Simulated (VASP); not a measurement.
Runs of VASP 6.6.1 on AlN. The structure is that of space group R3m (No. 160), or close to it. The cells are those of the table. 

| potentials or basis | cell | cutoff (eV) | second run | gap on the mesh (eV) | pressure (GPa) | largest force (eV/Å) |
| --- | --- | --- | --- | --- | --- | --- |
| VASP PAW PBE potentials, release 64 (Al, N) | a = 2.752 Å, 2 atoms | 520 | - | 0.63 | 177.4 | 61.13 |
| VASP PAW PBE potentials, release 64 (Al, N) | a = 3.305 Å, angles 52.2°, 2 atoms | 520 | - | 2.47 | (a) | (b) |
| VASP PAW PBE potentials, release 64 (Al, N_h) | a = 3.547 Å, angles 45.7°, 2 atoms | 910 | hard_potentials | none | 27.8 | 0.17 |
| VASP PAW PBE potentials, release 64 (Al, N) | a = 3.547 Å, angles 45.7°, 2 atoms | 520 | - | none | 28.0 | 0.17 |
| VASP PAW PBE potentials, release 64 (Al, N) | a = 3.173 Å, angles 56.6°, 2 atoms | 520 | - | (c) | 2.9 | (d) |

Alike in all rows: task single point; level PBEsol; no spin polarisation; k mesh 10 × 10 × 10; smearing gaussian 0.05 eV.

Problem. Fill in the values left out.

Solution. (a) 9.6; (b) 0.73; (c) 2.97; (d) 0.58.

Caveats: the PAW data sets were made with another functional, which shifts forces and pressure a little; the cutoff is under 1.25 times the usual one of these potentials, so pressure, stress and relaxed cells hold a basis-set (Pulay) error (some runs).

A k mesh can miss the band edges.

A gap of «none» marks levels without a gap at the run's occupations.
